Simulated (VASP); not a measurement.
WC: single point with PBEsol

WC:

```
W C
1.0
     2.90050    0.00000    0.00000
    -1.45025    2.51191    0.00000
     0.00000    0.00000    2.82900
W C
1 1
Direct
  0.00000 0.00000 0.07953
  0.66667 0.33333 0.50000
```

This cell differs from its parent crystal: all W atoms moved +0.225 Å, as atom 1 along Cartesian [0 0 1].

| Item | Value |
| --- | --- |
| Program | VASP 6.6.1 |
| Task | single point |
| Functional | PBEsol |
| Potentials or basis | VASP PAW PBE potentials, release 64 (W_sv, C_h) |
| Cutoff | 1300 eV |
| k mesh | 6 × 6 × 6 |
| Occupations | gaussian, width 0.15 eV |
| Spin | no spin polarisation |
| Dipole correction | no |
| Further INCAR settings | ALGO = Normal; EDIFF = 1e-06; NBANDS = 16 |

```
Pressure               : 11.8 GPa
Largest force          : 3.575 eV/Å
Band gap on the k mesh : zero (bands 9 and 10 overlap by 1.36 eV)
```

Forces in eV/Å, atoms in the order of the input:
```
W    0.000  0.000 -3.575
C    0.000  0.000  3.575
```

Stress tensor (GPa, compression positive):
```
10.89  0.00  0.00
 0.00 10.89  0.00
 0.00  0.00 13.68
```

Levels at points of the mesh, in eV from the Fermi level:
```
           k point  band 6  band 7  band 8  band 9  band 10  band 11  band 12  band 13
(0.00, 0.00, 0.00)   -5.12   -3.89   -3.89    0.81     2.81     2.81     6.20     6.20
(0.50, 0.00, 0.00)   -7.24   -4.21   -3.12   -1.24     2.75     4.44     4.53     5.40
(0.00, 0.00, 0.50)   -8.68   -2.85   -2.85   -0.55    -0.55     3.94     4.78     4.78
(0.50, 0.00, 0.50)   -6.99   -4.62   -4.17    0.16     4.17     5.20     6.31     8.96
```

Run time: 16 s on 1 thread of AMD EPYC 9R45 96-Core Processor (Zen 5), on a shared host, peak memory 0.21 GiB.

Caveat: the k points lie up to 0.42 Å⁻¹ apart, too coarse for converged energies and pressures of a metal; the cell differs from its parent crystal (all W atoms moved +0.225 Å, as atom 1 along Cartesian [0 0 1]); the PAW data sets were made with another functional, which shifts forces and pressure a little; spin-orbit coupling is left out, which moves the levels of the heavy elements.
